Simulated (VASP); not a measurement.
Write the native input for VASP 6.6.1 that does the following.

```yaml
Task: relaxation of cell and atoms
Functional: PBE
Potentials_or_basis: VASP PAW PBE potentials, release 64 (Ti_sv, Al)
Cutoff: 600 eV
k_mesh: 14 × 10 × 10
Occupations: gaussian, width 0.1 eV
Spin: no spin polarisation
Dipole_correction: no
Further_INCAR_settings: ALGO = Fast; EDIFF = 1e-07; IBRION = 2; EDIFFG = -0.002; NSW = 100; ISIF = 3
```

The structure of TiAl3 (pbe) lies in POSCAR:

```
TiAl3
1.0
    2.8396770000      0.0000000000      0.0000000000
    0.0000000000      4.6812640000      0.0000000000
    0.0000000000      0.0000000000      4.9007420000
Ti Al
1 3
Direct
    0.0000000000      0.5000000000      0.1659160000
    0.5000000000      0.5000000000      0.6672710000
    0.5000000000      0.0000000000      0.3309120000
    0.0000000000      0.0000000000      0.8359000000
```

The input as run:

INCAR

```
ALGO = Fast
EDIFF = 1E-7
EDIFFG = -0.002
ENCUT = 600
GGA = PE
IBRION = 2
ISIF = 3
ISMEAR = 0
LASPH = True
LCHARG = False
LREAL = False
LWAVE = False
NELM = 60
NSW = 100
PREC = Accurate
SIGMA = 0.1
```

KPOINTS

```
k-points
0
Gamma
  14 10 10
```

Potentials or basis: VASP PAW PBE potentials, release 64 (Ti_sv, Al).

Command:

```sh
$ cat potpaw_PBE.64/Ti_sv/POTCAR potpaw_PBE.64/Al/POTCAR > POTCAR
$ mpirun -np 1 vasp_std > vasp.out
```

Results of the run:

```yaml
Relaxed_volume: 16.27 Å³/atom
Relaxed_cell: a = 2.804 Å, b = 4.711 Å, c = 4.928 Å, α = 90.00°, β = 90.00°, γ = 90.00°
Space_group_after_relaxing_to_0.05_Å: Pmm2 (No. 25)
Energy_gained_by_relaxing: 1.4 meV/atom
Ionic_steps: 12
Pressure_after_relaxing: 0.0 GPa
```

Run time: 31 min on 1 thread of Intel(R) Xeon(R) Platinum 8559C (Emerald Rapids), with other jobs on the host, peak memory 0.49 GiB.
